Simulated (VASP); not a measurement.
Crystal: CuF.

```xyz
4
Lattice="2.8645 0.0000 0.0000 -1.4322 2.4807 0.0000 0.0000 0.0000 6.8077" Properties=species:S:1:pos:R:3 pbc="T T T"
Cu    0.0000    1.6538    0.3137
Cu    1.4322    0.8269    3.7175
F     0.0000    1.6538    2.2392
F     1.4322    0.8269    5.6431
```

| Property | Result |
| --- | --- |
| Program | VASP 6.6.1 |
| Task | relaxation of cell and atoms |
| Functional | LDA |
| Potentials or basis | VASP PAW LDA potentials, release 64 (Cu, F) |
| Cutoff | 600 eV |
| k mesh | 12 × 12 × 4 |
| Occupations | fermi-dirac, width 0.02 eV |
| Spin | no spin polarisation |

At the start: pressure -11.3 GPa; volume 12.09 Å³/atom.

Problem. Where does the relaxation end?

Solution. Over 13 steps the energy falls by 60.5 meV/atom and the volume is 10.45 Å³/atom (-13.6 %); space group P6_3mc (No. 186, to 0.1 Å) before and after.

Step by step:
```csv
step,energy change (eV),largest force (eV/Å),pressure (GPa),volume (Å³)
1,0.0000,0.0497,-11.26,48.38
2,-0.1693,0.4804,3.08,42.66
3,-0.1870,0.3539,-1.00,43.85
4,-0.2218,0.2589,0.44,42.52
5,-0.2220,0.2097,0.15,42.63
6,-0.2338,0.1572,-0.61,42.51
7,-0.2394,0.0806,-1.53,42.34
8,-0.2398,0.1348,0.92,41.51
9,-0.2420,0.0256,-0.30,41.90
10,-0.2420,0.0305,-0.17,41.89
11,-0.2422,0.0035,-0.08,41.82
12,-0.2422,0.0069,0.07,41.81
13,-0.2422,0.0034,0.01,41.82
```

Final structure:
```xyz
4
Lattice="2.6908 0.0000 0.0000 -1.3454 2.3303 0.0000 0.0000 0.0000 6.6690" Properties=species:S:1:pos:R:3 pbc="T T T"
Cu    0.0000    1.5535    0.3110
Cu    1.3454    0.7768    3.6455
F     0.0000    1.5535    2.1899
F     1.3454    0.7768    5.5244
```

Caveat: the structure was generated, so it needn't be the stable form of CuF.
